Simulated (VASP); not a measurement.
# LiCl (P6_3mc) in VASP: further runs

LiCl is run at these levels: PBE, PBEsol; tasks: dielectric tensor, vibrations by perturbation theory.

All numbers are computed with VASP 6.6.1; they aren't measurements. Logs are shortened: lines on timing, memory, paths and dates and some standing lists are left out, and cuts for length are marked.

## (1) The cell of the first run

Symmetry: P6_3mc, No. 186, hexagonal system. Conventional cell: a = 3.894 Å, b = 3.894 Å, c = 6.226 Å, α = 90.00°, β = 90.00°, γ = 120.00°. Li (site symmetry 3m) has 4 Cl at 2.37 Å within 3.1 Å. Within 3.1 Å of Cl (site symmetry 3m) lie 4 Li at 2.37 Å.

## (2) Dielectric tensor, PBE

Input file INCAR:

```
SYSTEM = LiCl
  ALGO = Normal
  EDIFF = 1E-8
  ENCUT = 520
  GGA = PE
  ISIF = 2
  ISMEAR = 0
  LASPH = .TRUE.
  LCHARG = .FALSE.
  LEPSILON = .TRUE.
  LREAL = .FALSE.
  LWAVE = .FALSE.
  NELM = 100
  PREC = Accurate
  SIGMA = 0.01
```

Input file KPOINTS:

```
k-points
0
G
  6 6 4
  0 0 0
```

Input file POSCAR:

```
LiCl
1.0
    3.8937404213      0.0000000000      0.0000000000
   -1.9468702107      3.3720781205      0.0000000000
    0.0000000000      0.0000000000      6.2258773919
Li Cl
2 2
Direct
    0.6666666667      0.3333333333      0.8780761529
    0.3333333333      0.6666666667      0.3780761529
    0.6666666667      0.3333333333      0.4969248471
    0.3333333333      0.6666666667      0.9969248471
```

Potentials or basis: VASP PAW PBE potentials, release 64 (Li_sv, Cl).

Started as:

```sh
> cat potpaw_PBE.64/Li_sv/POTCAR potpaw_PBE.64/Cl/POTCAR > POTCAR
> mpirun -np 1 vasp_std > vasp.out
```

OUTCAR:

```text
SYSTEM = LiCl
   EDIFF = 1E-8
   ENCUT = 520
   GGA = PE
   ISIF = 2
   ISMEAR = 0
   LASPH = .TRUE.
   LEPSILON = .TRUE.
   LREAL = .FALSE.
   NELM = 100
   PREC = Accurate

 ion  position               nearest neighbor table
   1  0.667  0.333  0.878-   4 2.37   4 2.37   4 2.37   3 2.37
   2  0.333  0.667  0.378-   3 2.37   3 2.37   3 2.37   4 2.37
   3  0.667  0.333  0.497-   2 2.37   2 2.37   2 2.37   1 2.37
   4  0.333  0.667  0.997-   1 2.37   1 2.37   1 2.37   2 2.37

  LATTYP: Found a hexagonal cell.
 ALAT       =     3.8937404213
 C/A-ratio  =     1.5989451577

  Lattice vectors:

 A1 = (   3.8937404213,   0.0000000000,   0.0000000000)
 A2 = (  -1.9468702107,   3.3720781205,   0.0000000000)
 A3 = (   0.0000000000,   0.0000000000,   6.2258773919)

Analysis of symmetry for initial positions (statically):
=====================================================================
 Subroutine PRICEL returns:
 Original cell was already a primitive cell.

 Routine SETGRP: Setting up the symmetry group for a
 hexagonal supercell.

 Subroutine GETGRP returns: Found 12 space group operations
 (whereof  6 operations were pure point group operations)
 out of a pool of 24 trial point group operations.

The static configuration has the point symmetry C_3v.
 The point group associated with its full space group is C_6v.

Analysis of symmetry for dynamics (positions and initial velocities):
=====================================================================
 Subroutine PRICEL returns:
 Original cell was already a primitive cell.

 Routine SETGRP: Setting up the symmetry group for a
 hexagonal supercell.

 Subroutine GETGRP returns: Found 12 space group operations
 (whereof  6 operations were pure point group operations)
 out of a pool of 24 trial point group operations.

The dynamic configuration has the point symmetry C_3v.
 The point group associated with its full space group is C_6v.

 Subroutine INISYM returns: Found 12 space group operations
 (whereof  6 operations are pure point group operations),
 and found     1 'primitive' translations

----------------------------------------------------------------------------------------

                                     Primitive cell

  volume of cell :      81.7458

  direct lattice vectors                    reciprocal lattice vectors
     3.893740421  0.000000000  0.000000000     0.256822462  0.148276517  0.000000000
    -1.946870211  3.372078120  0.000000000     0.000000000  0.296553035  0.000000000
     0.000000000  0.000000000  6.225877392     0.000000000  0.000000000  0.160619931

  length of vectors
     3.893740421  3.893740421  6.225877392     0.296553035  0.296553035  0.160619931

  position of ions in fractional coordinates (direct lattice)
     0.666666667  0.333333333  0.878076153
     0.333333333  0.666666667  0.378076153
     0.666666667  0.333333333  0.496924847
     0.333333333  0.666666667  0.996924847

  ion indices of the primitive-cell ions
   primitive index   ion index
                 1           1
                 2           2
                 3           3
                 4           4

----------------------------------------------------------------------------------------

 KPOINTS: k-points

Automatic generation of k-mesh.
 Grid dimensions read from file:
 generate k-points for:    6    6    4

 Generating k-lattice:

  Cartesian coordinates                     Fractional coordinates (reciprocal lattice)
[... 93 lines left out ...]
   NGX = 15   NGY = 15   NGZ = 23

--------------------------------------- Ionic step        1  -------------------------------------------

 number of electron      19.9999998 magnetization

 E-fermi :  -0.9988     XC(G=0):  -7.7196

 val. band max:       -1.0933118125   @ k =   0.0000   0.0000   0.0000
 cond. band min:       4.9335739608   @ k =   0.0000   0.0000   0.0000
 fundamental gap:      6.0268857732
 Fermi energy:        -0.9988313127

 k-point     1 :       0.0000    0.0000    0.0000
  band No.  band energies     occupation
      1     -43.9909      2.00000
      2     -43.9894      2.00000
      3     -13.8890      2.00000
      4     -13.5658      2.00000
      5      -3.2056      2.00000
      6      -1.5103      2.00000
      7      -1.5103      2.00000
      8      -1.1749      2.00000
      9      -1.1749      2.00000
     10      -1.0933      2.00000
     11       4.9336      0.00000
     12       7.1560      0.00000
     13       8.8721      0.00000
     14       8.8721      0.00000
[... 326 lines left out ...]
      1     -43.9892      2.00000
      2     -43.9892      2.00000
      3     -13.5272      2.00000
      4     -13.5272      2.00000
      5      -2.6415      2.00000
      6      -2.6415      2.00000
      7      -2.5526      2.00000
      8      -2.5526      2.00000
      9      -1.5194      2.00000
     10      -1.5194      2.00000
     11       7.6244      0.00000
     12       7.6244      0.00000
     13       7.8156      0.00000
     14       7.8156      0.00000

  FORCE on cell =-STRESS in cart. coord.  units (eV):
  Direction    XX          YY          ZZ          XY          YZ          ZX
  --------------------------------------------------------------------------------------
  -------------------------------------------------------------------------------------
  Total        0.3058439      0.3058439      0.3057375     -0.0000000      0.0000000      0.0000000
  in kB        5.9943925      5.9943925      5.9923069     -0.0000000      0.0000000      0.0000000
  external PRESSURE =       5.9936973 kB  Pullay stress =       0.0000000 kB

 VOLUME and BASIS-vectors are now :
 -----------------------------------------------------------------------------
  energy-cutoff  :      520.00
  volume of cell :       81.75
      direct lattice vectors                 reciprocal lattice vectors
     3.893740421  0.000000000  0.000000000     0.256822462  0.148276517  0.000000000
    -1.946870211  3.372078120  0.000000000     0.000000000  0.296553035  0.000000000
     0.000000000  0.000000000  6.225877392     0.000000000  0.000000000  0.160619931

 POSITION                                       TOTAL-FORCE (eV/Angst)
 -----------------------------------------------------------------------------------
      1.94687      1.12403      5.46679        -0.000000     -0.000000      0.001115
     -0.00000      2.24805      2.35386         0.000000      0.000000      0.001115
      1.94687      1.12403      3.09379         0.000000     -0.000000     -0.001115
     -0.00000      2.24805      6.20673         0.000000     -0.000000     -0.001115
 -----------------------------------------------------------------------------------
    total drift:                               -0.000000     -0.000000      0.000105

  FREE ENERGIE OF THE ION-ELECTRON SYSTEM (eV)
  ---------------------------------------------------
  free  energy   TOTEN  =       -14.8678008646 eV

  energy  without entropy=      -14.8678008646  energy(sigma->0) =      -14.86780086

 HEAD OF MICROSCOPIC STATIC DIELECTRIC TENSOR (INDEPENDENT PARTICLE, excluding Hartree and local field effects)
 ------------------------------------------------------
           2.740473    -0.000000     0.000000
          -0.000000     2.740473     0.000000
           0.000000     0.000000     2.758912
 ------------------------------------------------------

 Free energy of the ion-electron system (eV)
  ---------------------------------------------------
  ---------------------------------------------------
  free energy    TOTEN  =        -0.38064309 eV

  energy without entropy =       -0.38064309

------------------------ aborting loop because EDIFF is reached ----------------------------------------

--------------------------------------- Ionic step        2  -------------------------------------------

------------------------ aborting loop because EDIFF is reached ----------------------------------------

--------------------------------------- Ionic step        3  -------------------------------------------

 Free energy of the ion-electron system (eV)
  ---------------------------------------------------
  ---------------------------------------------------
  free energy    TOTEN  =        -0.38688489 eV

  energy without entropy =       -0.38688489

------------------------ aborting loop because EDIFF is reached ----------------------------------------

 PIEZOELECTRIC TENSOR FIELD DIRECTION 3  (e Angst)
 -----------------------------------------------------------------------------
    -0.52465  0.00000  0.00000           (  0.00414 -0.00000  0.00000)
     0.00000 -0.52465  0.00000           ( -0.00000  0.00414  0.00000)
     0.00000 -0.00000  1.04352           (  0.00000  0.00000 -0.00416)

 PIEZOELECTRIC TENSOR FIELD DIRECTION 3  (C/m^2)
 -----------------------------------------------------------------------------
    -0.10283  0.00000  0.00000
     0.00000 -0.10283  0.00000
     0.00000 -0.00000  0.20452

 MACROSCOPIC STATIC DIELECTRIC TENSOR (including local field effects in DFT)
 ------------------------------------------------------
           2.471847    -0.000000     0.000000
          -0.000000     2.471847    -0.000000
           0.000000     0.000000     2.499985
 ------------------------------------------------------

 PIEZOELECTRIC TENSOR (including local field effects)  for field in x, y, z        (e  Angst)
          XX          YY          ZZ          XY          YZ          ZX
  --------------------------------------------------------------------------------
  x     0.00000    -0.00000     0.00000     0.00000     0.00000    -0.54542
  y     0.00000     0.00000    -0.00000    -0.00000    -0.54542     0.00000
  z    -0.52465    -0.52465     1.04352     0.00000     0.00000     0.00000

 PIEZOELECTRIC TENSOR (including local field effects)  for field in x, y, z        (C/m^2)
          XX          YY          ZZ          XY          YZ          ZX
  --------------------------------------------------------------------------------
  x     0.00000    -0.00000     0.00000     0.00000     0.00000    -0.10690
  y     0.00000     0.00000    -0.00000    -0.00000    -0.10690     0.00000
  z    -0.10283    -0.10283     0.20452     0.00000     0.00000     0.00000

 BORN EFFECTIVE CHARGES (including local field effects) (in |e|, cummulative output)
 ---------------------------------------------------------------------------------
 ion    1
    1     1.01654    -0.00000    -0.00000
    2    -0.00000     1.01654    -0.00000
    3     0.00000     0.00000     1.03575
 ion    2
    1     1.01654    -0.00000     0.00000
    2    -0.00000     1.01654     0.00000
    3    -0.00000     0.00000     1.03575
 ion    3
    1    -1.01654     0.00000    -0.00000
    2     0.00000    -1.01654     0.00000
    3     0.00000     0.00000    -1.03575
 ion    4
    1    -1.01654     0.00000     0.00000
    2     0.00000    -1.01654     0.00000
    3     0.00000     0.00000    -1.03575
```

It took 4.2 min on 1 thread of Intel Xeon 6975P-C (Granite Rapids), shared host; peak memory 0.3 GiB.

What came out:

- Band gap on the k mesh: 6.03 eV
- Electronic dielectric tensor (diagonal): 2.47, 2.47, 2.50
- Born charges (mean of the diagonal): Li +1.02; Cl -1.02 e

Electronic dielectric tensor:
```
2.47 0.00 0.00
0.00 2.47 0.00
0.00 0.00 2.50
```

Born effective charge tensors (e):
atom 1, Li
```
1.02 0.00 0.00
0.00 1.02 0.00
0.00 0.00 1.04
```
atom 2, Li
```
1.02 0.00 0.00
0.00 1.02 0.00
0.00 0.00 1.04
```
atom 3, Cl
```
-1.02  0.00  0.00
 0.00 -1.02  0.00
 0.00  0.00 -1.04
```
atom 4, Cl
```
-1.02  0.00  0.00
 0.00 -1.02  0.00
 0.00  0.00 -1.04
```

Caveat: the cutoff is under 1.25 times the usual one of these potentials, so pressure, stress and relaxed cells hold a basis-set (Pulay) error. A k mesh can miss the band edges.

## (3) Vibrations by perturbation theory, PBEsol

This run uses another cell than the first one, of 20.13 Å³/atom.

Input file INCAR:

```
PREC = Accurate
ENCUT = 520
EDIFF = 1E-8
ISMEAR = 0
SIGMA = 0.01
LREAL = F
LASPH = T
NELM = 80
ALGO = Normal
ISIF = 2
LWAVE = F
LCHARG = T
GGA = PS
NBANDS = 18
IBRION = 8
NSW = 1
LEPSILON = T
```

Input file KPOINTS:

```
Automatic mesh
0
Gamma
  6 6 4
```

Input file POSCAR:

```
LiCl
1.0
    3.8790068576      0.0000000000      0.0000000000
   -1.9395034288      3.3593184801      0.0000000000
    0.0000000000      0.0000000000      6.1777304792
Li Cl
2 2
Direct
    0.6666666667      0.3333333333      0.8785713725
    0.3333333333      0.6666666667      0.3785713725
    0.6666666667      0.3333333333      0.4964296275
    0.3333333333      0.6666666667      0.9964296275
```

Potentials or basis: VASP PAW PBE potentials, release 64 (Li_sv, Cl).

Started as:

```sh
> cat potpaw_PBE.64/Li_sv/POTCAR potpaw_PBE.64/Cl/POTCAR > POTCAR
> mpirun -np 1 vasp_std > vasp.out
```

OUTCAR:

```text
PREC = Accurate
   ENCUT = 520
   EDIFF = 1E-8
   ISMEAR = 0
   LREAL = F
   LASPH = T
   NELM = 80
   ISIF = 2
   GGA = PS
   IBRION = 8
   NSW = 1
   LEPSILON = T

 ion  position               nearest neighbor table
   1  0.667  0.333  0.879-   4 2.35   4 2.35   4 2.35   3 2.36
   2  0.333  0.667  0.379-   3 2.35   3 2.35   3 2.35   4 2.36
   3  0.667  0.333  0.496-   2 2.35   2 2.35   2 2.35   1 2.36
   4  0.333  0.667  0.996-   1 2.35   1 2.35   1 2.35   2 2.36

  LATTYP: Found a hexagonal cell.
 ALAT       =     3.8790068576
 C/A-ratio  =     1.5926062278

  Lattice vectors:

 A1 = (   3.8790068576,   0.0000000000,   0.0000000000)
 A2 = (  -1.9395034288,   3.3593184801,   0.0000000000)
 A3 = (   0.0000000000,   0.0000000000,   6.1777304792)
[... 771 lines left out ...]
  3Z     0.000000   -0.000000    1.326345    0.000000   -0.000000    0.771887   -0.000000    0.000000   -3.350302    0.000000    0.000000    1.252070
  4X     2.268069    0.000000    0.000000    0.115271   -0.000000   -0.000000    0.173608    0.000000    0.000000   -2.556949    0.000000    0.000000
  4Y     0.000000    2.268069    0.000000   -0.000000    0.115271    0.000000   -0.000000    0.173608    0.000000   -0.000000   -2.556949   -0.000000
  4Z    -0.000000    0.000000    0.771887    0.000000   -0.000000    1.326345    0.000000   -0.000000    1.252070    0.000000    0.000000   -3.350302

 Eigenvectors and eigenvalues of the dynamical matrix
 ----------------------------------------------------

   1 f  =   11.117153 THz    69.851131 2PiTHz  370.828302 cm-1    45.976829 meV
             X         Y         Z           dx          dy          dz
      1.939503  1.119773  5.427577     0.000000    0.000000   -0.704531
     -0.000000  2.239546  2.338712     0.000000    0.000000    0.704531
      1.939503  1.119773  3.066808    -0.000000   -0.000000    0.060299
     -0.000000  2.239546  6.155674    -0.000000   -0.000000   -0.060299
[... 71 lines left out ...]
  12 f/i=    0.037123 THz     0.233251 2PiTHz    1.238292 cm-1     0.153529 meV
             X         Y         Z           dx          dy          dz
      1.939503  1.119773  5.427577    -0.286758    0.041352   -0.000000
     -0.000000  2.239546  2.338712    -0.286758    0.041352   -0.000000
      1.939503  1.119773  3.066808    -0.638423    0.092064   -0.000000
     -0.000000  2.239546  6.155674    -0.638423    0.092064   -0.000000

--------------------------------------------------------------------------------------------------------

 MACROSCOPIC STATIC DIELECTRIC TENSOR IONIC CONTRIBUTION
 ------------------------------------------------------
           1.934277    -0.000000     0.000000
          -0.000000     1.934277     0.000000
           0.000000     0.000000     2.277753
 ------------------------------------------------------

 ELASTIC MODULI CONTR FROM IONIC RELAXATION (kBar)
 Direction    XX          YY          ZZ          XY          YZ          ZX
 --------------------------------------------------------------------------------
 XX        -140.4953     57.5260     88.0544     -0.0000     -0.0000     -0.0000
 YY          57.5260   -140.4953     88.0544     -0.0000      0.0000      0.0000
 ZZ          88.0544     88.0544   -186.9025      0.0000      0.0000      0.0000
 XY          -0.0000     -0.0000      0.0000    -99.0107     -0.0000     -0.0000
 YZ          -0.0000      0.0000      0.0000     -0.0000    -38.3405      0.0000
 ZX          -0.0000      0.0000      0.0000     -0.0000      0.0000    -35.1329
 --------------------------------------------------------------------------------

 PIEZOELECTRIC TENSOR IONIC CONTR  for field in x, y, z        (C/m^2)
          XX          YY          ZZ          XY          YZ          ZX
  --------------------------------------------------------------------------------
  x     0.00000    -0.00000    -0.00000     0.00000    -0.00000     0.24529
  y    -0.00000     0.00000    -0.00000     0.00000     0.25625    -0.00000
  z     0.28925     0.28925    -0.61395     0.00000     0.00000     0.00000
```

It took 9.6 min on 1 thread of Intel Xeon 6975P-C (Granite Rapids), shared host; peak memory 0.44 GiB.

What came out:

```yaml
Electronic_dielectric_tensor_diagonal: 2.53, 2.53, 2.56
Born_charges_mean_of_the_diagonal: Li +1.01; Cl -1.01 e
Highest_phonon_frequency_at_Γ_LO-TO_splitting_left_out: 371 cm⁻¹
```

Phonon frequencies in cm⁻¹ (negative: imaginary):
| q point | frequencies |
| --- | --- |
| (0.000, 0.000, 0.000) | -1 -1 -1 76 76 186 311 328 328 330 330 371 |

Electronic dielectric tensor:
```
2.53 0.00 0.00
0.00 2.53 0.00
0.00 0.00 2.56
```

Born effective charge tensors (e):
atom 1, Li
```
1.01 0.00 0.00
0.00 1.01 0.00
0.00 0.00 1.03
```
atom 2, Li
```
1.01 0.00 0.00
0.00 1.01 0.00
0.00 0.00 1.03
```
atom 3, Cl
```
-1.01  0.00  0.00
 0.00 -1.01  0.00
 0.00  0.00 -1.03
```
atom 4, Cl
```
-1.01  0.00  0.00
 0.00 -1.01  0.00
 0.00  0.00 -1.03
```

Caveat: the cutoff is under 1.25 times the usual one of these potentials, so pressure, stress and relaxed cells hold a basis-set (Pulay) error; the PAW data sets were made with another functional, which shifts forces and pressure a little.
